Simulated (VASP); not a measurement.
# RbBr (P1) in VASP: single point with PBE

Aim: the single point of RbBr with PBE.

Everything below comes from runs of VASP 6.6.1. Logs are shortened: lines on timing, memory, paths and dates and some standing lists are left out, and cuts for length are marked.

### Step 1. The cell of the first run

The typed cell holds 2 atoms: a = 4.193 Å, b = 4.193 Å, c = 4.193 Å, α = 90.00°, β = 90.00°, γ = 90.00°.

### Step 2. Single point, PBE (atom 2 moved 1.20 Å)

INCAR reads:

```
SYSTEM = RbBr
PREC     = Accurate       ! precision mode
ENCUT    = 520            ! plane-wave cutoff, eV
EDIFF    = 1E-6           ! SCF threshold, eV
ISMEAR   = 0              ! smearing method
SIGMA    = 0.05           ! smearing width, eV
LREAL    = .False.        ! projectors in reciprocal space
LASPH    = .True.         ! aspherical terms in the spheres
NELM     = 100            ! most SCF steps
ALGO     = Normal         ! electronic algorithm
ISIF     = 2              ! what is computed and relaxed
LWAVE    = .False.        ! write WAVECAR
LCHARG   = .True.         ! write CHGCAR
GGA      = PE             ! functional
LELF     = .True.         ! ELF
LVHAR    = .True.       
NBANDS   = 15             ! bands
```

KPOINTS reads:

```
regular mesh
0
Gamma
  6 6 6
  0 0 0
```

POSCAR reads:

```
RbBr
1.0
    4.1929010518      0.0000000000      0.0000000000
    0.0000000000      4.1929010518      0.0000000000
    0.0000000000      0.0000000000      4.1929010518
Rb Br
1 1
Direct
    0.0440616418     -0.0203899238      0.1346111069
    0.4559383582      0.5203899238      0.3653888931
```

Potentials or basis: VASP PAW PBE potentials, release 64 (Rb_sv, Br).

Launch:

```console
$ cat potpaw_PBE.64/Rb_sv/POTCAR potpaw_PBE.64/Br/POTCAR > POTCAR
$ mpirun -np 1 vasp_std > vasp.out
```

OUTCAR:

```text
SYSTEM = RbBr
   PREC = Accurate
   ENCUT = 520
   EDIFF = 1E-6
   ISMEAR = 0
   LREAL = .False.
   LASPH = .True.
   NELM = 100
   ISIF = 2
   GGA = PE

 ion  position               nearest neighbor table
   1  0.044  0.980  0.135-   2 2.76   2 3.01   2 3.27   2 3.49   2 4.13
   2  0.456  0.520  0.365-   1 2.76   1 3.01   1 3.27   1 3.49   1 4.13

  LATTYP: Found a simple cubic cell.
 ALAT       =     4.1929010518

  Lattice vectors:

 A1 = (   4.1929010518,   0.0000000000,   0.0000000000)
 A2 = (   0.0000000000,   4.1929010518,   0.0000000000)
 A3 = (   0.0000000000,   0.0000000000,   4.1929010518)

Analysis of symmetry for initial positions (statically):
=====================================================================
 Subroutine PRICEL returns:
 Original cell was already a primitive cell.

 Routine SETGRP: Setting up the symmetry group for a
 simple cubic supercell.

 Subroutine GETGRP returns: Found  1 space group operations
 (whereof  1 operations were pure point group operations)
 out of a pool of 48 trial point group operations.

The static configuration has the point symmetry C_1 .

Analysis of symmetry for dynamics (positions and initial velocities):
=====================================================================
 Subroutine PRICEL returns:
 Original cell was already a primitive cell.

 Routine SETGRP: Setting up the symmetry group for a
 simple cubic supercell.

 Subroutine GETGRP returns: Found  1 space group operations
 (whereof  1 operations were pure point group operations)
 out of a pool of 48 trial point group operations.

The dynamic configuration has the point symmetry C_1 .

 Subroutine INISYM returns: Found  1 space group operations
 (whereof  1 operations are pure point group operations),
 and found     1 'primitive' translations

----------------------------------------------------------------------------------------

                                     Primitive cell

  volume of cell :      73.7130

  direct lattice vectors                    reciprocal lattice vectors
     4.192901052  0.000000000  0.000000000     0.238498354  0.000000000  0.000000000
     0.000000000  4.192901052  0.000000000     0.000000000  0.238498354  0.000000000
     0.000000000  0.000000000  4.192901052     0.000000000  0.000000000  0.238498354

  length of vectors
     4.192901052  4.192901052  4.192901052     0.238498354  0.238498354  0.238498354

  position of ions in fractional coordinates (direct lattice)
     0.044061642  0.979610076  0.134611107
     0.455938358  0.520389924  0.365388893

  ion indices of the primitive-cell ions
   primitive index   ion index
                 1           1
                 2           2

----------------------------------------------------------------------------------------

 KPOINTS: regular mesh

Automatic generation of k-mesh.
 Grid dimensions read from file:
 generate k-points for:    6    6    6

 Generating k-lattice:

  Cartesian coordinates                     Fractional coordinates (reciprocal lattice)
     0.039749726  0.000000000  0.000000000     0.166666667  0.000000000  0.000000000
     0.000000000  0.039749726  0.000000000     0.000000000  0.166666667  0.000000000
     0.000000000  0.000000000  0.039749726     0.000000000  0.000000000  0.166666667

  Length of vectors
     0.039749726  0.039749726  0.039749726

  Shift w.r.t. Gamma in fractional coordinates (k-lattice)
     0.000000000  0.000000000  0.000000000

 Subroutine IBZKPT returns following result:
 ===========================================

 Found    112 irreducible k-points:

 Following reciprocal coordinates:
            Coordinates               Weight
  0.000000  0.000000  0.000000      1.000000
  0.166667  0.000000  0.000000      2.000000
  0.000000  0.166667  0.000000      2.000000
  0.000000  0.000000  0.166667      2.000000
  0.333333  0.000000  0.000000      2.000000
  0.000000  0.333333  0.000000      2.000000
[... 16 lines left out ...]
  0.000000 -0.333333  0.166667      2.000000
 -0.166667  0.000000  0.333333      2.000000
 [... further k-points ...]
   k-points           NKPTS =    112   k-points in BZ     NKDIM =    112   number of bands    NBANDS=     15
   number of dos      NEDOS =    301   number of ions     NIONS =      2
   total plane-waves  NPLWV =  32768
   dimension x,y,z NGX =    32 NGY =   32 NGZ =   32
   dimension x,y,z NGXF=    64 NGYF=   64 NGZF=   64
   ions per type =               1   1
   NGX,Y,Z   is equivalent  to a cutoff of  12.69, 12.69, 12.69 a.u.
   NGXF,Y,Z  is equivalent  to a cutoff of  25.38, 25.38, 25.38 a.u.
 SYSTEM =  RbBr
   PREC   = accura    normal or accurate (medium, high low for compatibility)
   ISTART =      0    job   : 0-new  1-cont  2-samecut
   ICHARG =      2    charge: 1-file 2-atom 10-const
   ISPIN  =      1    spin polarized calculation?
   LNONCOLLINEAR =      F non collinear calculations
   LSORBIT =      F    spin-orbit coupling
   LASPH  =      T    aspherical Exc in radial PAW
   ENCUT  =  520.0 eV  38.22 Ry    6.18 a.u.   7.80  7.80  7.80*2*pi/ulx,y,z
   NELM   =    100;   NELMIN=  2; NELMDL= -5     # of ELM steps
   EDIFF  = 0.1E-05   stopping-criterion for ELM
   LREAL  =      F    real-space projection
   EDIFFG = 0.1E-04   stopping-criterion for IOM
   NSW    =      0    number of steps for IOM
   IBRION =     -1    ionic relax: 0-MD 1-quasi-New 2-CG
   NFREE  =      0    steps in history (QN), initial steepest desc. (CG)
   ISIF   =      2    stress and relaxation
   ISYM   =      2    0-nonsym 1-usesym 2-fastsym
   POTIM  = 0.5000    time-step for ionic-motion
   TEBEG  =    0.0;   TEEND  =   0.0 temperature during run
   PSTRESS=    0.0 pullay stress
   NELECT =      16.0000    total number of electrons
   NUPDOWN=      -1.0000    fix difference up-down
   EMIN   =  10.00;   EMAX   =-10.00  energy-range for DOS
   EFERMI =   0.00;   METHOD = LEGACY
   ISMEAR =     0;   SIGMA  =   0.05  broadening in eV -4-tet -1-fermi 0-gaus
   EFERMI_NEDOS =   21; number of points for ismear=-14 and -15
   IALGO  =     38    algorithm
   IMIX   =      4    mixing-type and parameters
     AMIX     =   0.40;   BMIX     =  1.00
     AMIX_MAG =   1.60;   BMIX_MAG =  1.00
  volume/ion in A,a.u.               =      36.86       248.72
  Fermi-wavevector in a.u.,A,eV,Ry     =   0.983861  1.859227 13.170189  0.967982
  Thomas-Fermi vector in A             =   2.115050
   LORBIT       =      0    0 simple, 1 ext, 2 COOP (PROOUT), +10 PAW based schemes
   GGA     = PE    functional components
   LHFCALC =     F    Hartree Fock is set to
   AEXX    =    0.0000 exact exchange contribution
   IVDW    =     0    specifies the selected vdW correction
   LEPSILON=     F    determine dielectric tensor
   LRPA    =     F    only Hartree local field effects (RPA)
 non-spin polarized calculation
 Gauss-broadening in eV      SIGMA  =   0.05
  energy-cutoff  :      520.00
  volume of cell :       73.71
 maximum number of plane-waves:      2008
   NGX = 15   NGY = 15   NGZ = 15

 number of electron      16.0000000 magnetization

 Free energy of the ion-electron system (eV)
  ---------------------------------------------------
  ext. energy  EPLUGINS =         0.00000000
  ---------------------------------------------------
  free energy    TOTEN  =        -5.25935416 eV

  energy without entropy =       -5.25935416  energy(sigma->0) =       -5.25935416

 E-fermi :  -0.7300     XC(G=0):  -7.5316

 val. band max:       -0.9671318310   @ k =  -0.1667   0.5000   0.0000
 cond. band min:       2.9919939687   @ k =   0.0000   0.0000   0.0000
 fundamental gap:      3.9591257997
 Fermi energy:        -0.7299829826

 k-point     1 :       0.0000    0.0000    0.0000
  band No.  band energies     occupation
      1     -25.7544      2.00000
      2     -13.7242      2.00000
      3      -9.8694      2.00000
      4      -9.8015      2.00000
      5      -9.7545      2.00000
      6      -1.3825      2.00000
      7      -1.3283      2.00000
      8      -1.1066      2.00000
      9       2.9920      0.00000
     10       4.7783      0.00000
     11       6.8969      0.00000
     12       8.3545      0.00000
     13       8.3923      0.00000
     14       9.5358      0.00000
     15       9.6094      0.00000

 k-point     2 :       0.1667    0.0000    0.0000
  band No.  band energies     occupation
      1     -25.7488      2.00000
      2     -13.7516      2.00000
      3      -9.8786      2.00000
      4      -9.8317      2.00000
      5      -9.6839      2.00000
      6      -1.6840      2.00000
      7      -1.3180      2.00000
      8      -1.2181      2.00000
      9       3.4554      0.00000
     10       5.2698      0.00000
     11       6.5936      0.00000
     12       7.8769      0.00000
     13       8.3690      0.00000
     14       9.8091      0.00000
     15      10.1568      0.00000

 k-point     3 :       0.0000    0.1667    0.0000
  band No.  band energies     occupation
      1     -25.7481      2.00000
      2     -13.7627      2.00000
      3      -9.9224      2.00000
      4      -9.7935      2.00000
      5      -9.6703      2.00000
      6      -1.6517      2.00000
      7      -1.3154      2.00000
      8      -1.1985      2.00000
      9       3.4831      0.00000
     10       5.0976      0.00000
     11       6.5622      0.00000
     12       7.7021      0.00000
     13       8.5052      0.00000
     14       9.8047      0.00000
     15      10.3794      0.00000
[... 343 lines left out ...]
 k-point    23 :       0.0000   -0.3333    0.1667
  band No.  band energies     occupation
      1     -25.7313      2.00000
      2     -13.8203      2.00000
      3      -9.9616      2.00000
      4      -9.7841      2.00000
      5      -9.6262      2.00000
      6      -2.1603      2.00000
      7      -1.4362      2.00000
      8      -1.3283      2.00000
      9       4.7097      0.00000
     10       5.8203      0.00000
     11       6.3741      0.00000
     12       7.1657      0.00000
     13       8.4374      0.00000
     14      10.1300      0.00000
     15      10.1711      0.00000

 k-point    24 :      -0.1667    0.0000    0.3333
  band No.  band energies     occupation
      1     -25.7362      2.00000
      2     -13.7059      2.00000
      3     -10.0255      2.00000
      4      -9.8279      2.00000
      5      -9.6982      2.00000
      6      -2.1321      2.00000
      7      -1.5055      2.00000
      8      -1.2154      2.00000
      9       5.1694      0.00000
     10       5.4041      0.00000
     11       7.1875      0.00000
     12       7.3879      0.00000
     13       7.5534      0.00000
     14       9.5552      0.00000
     15      10.0034      0.00000

 [... further k-points ...]
[... 5 lines left out ...]
  --------------------------------------------------------------------------------------
  -------------------------------------------------------------------------------------
  Total        3.5412815      4.3599334      1.3330850     -1.2024349     -0.9246234      1.5161331
  in kB       76.9710111     94.7647019     28.9750750    -26.1353502    -20.0970179     32.9536915
  external PRESSURE =      66.9035960 kB  Pullay stress =       0.0000000 kB

 VOLUME and BASIS-vectors are now :
 -----------------------------------------------------------------------------
  energy-cutoff  :      520.00
  volume of cell :       73.71
      direct lattice vectors                 reciprocal lattice vectors
     4.192901052  0.000000000  0.000000000     0.238498354  0.000000000  0.000000000
     0.000000000  4.192901052  0.000000000     0.000000000  0.238498354  0.000000000
     0.000000000  0.000000000  4.192901052     0.000000000  0.000000000  0.238498354

 POSITION                                       TOTAL-FORCE (eV/Angst)
 -----------------------------------------------------------------------------------
      0.18475      4.10741      0.56441        -1.486003      0.915224     -1.166541
      1.91170      2.18194      1.53204         1.486003     -0.915224      1.166541
 -----------------------------------------------------------------------------------
    total drift:                                0.000081     -0.000056      0.000111

  FREE ENERGIE OF THE ION-ELECTRON SYSTEM (eV)
  ---------------------------------------------------
  free  energy   TOTEN  =        -5.2593541577 eV

  energy  without entropy=       -5.2593541577  energy(sigma->0) =       -5.25935416
```

It took 42 s on 1 thread of Intel Xeon Platinum 8559C (Emerald Rapids), shared host; peak memory 0.24 GiB.

What came out:

```yaml
Free_energy: -5.2594 eV
Pressure: 6.7 GPa
Largest_force: 2.099 eV/Å
Band_gap_on_the_k_mesh: 3.96 eV, indirect (least direct gap 4.10 eV)
```

Forces in eV/Å, atoms in the order of the input:
```
Rb  -1.486  0.915 -1.167
Br   1.486 -0.915  1.167
```

Caveat: the cell differs from its parent crystal (atom 2 moved 1.20 Å); forces of over 1 eV/Å act on the atoms, so gaps and moduli don't describe the material at rest.
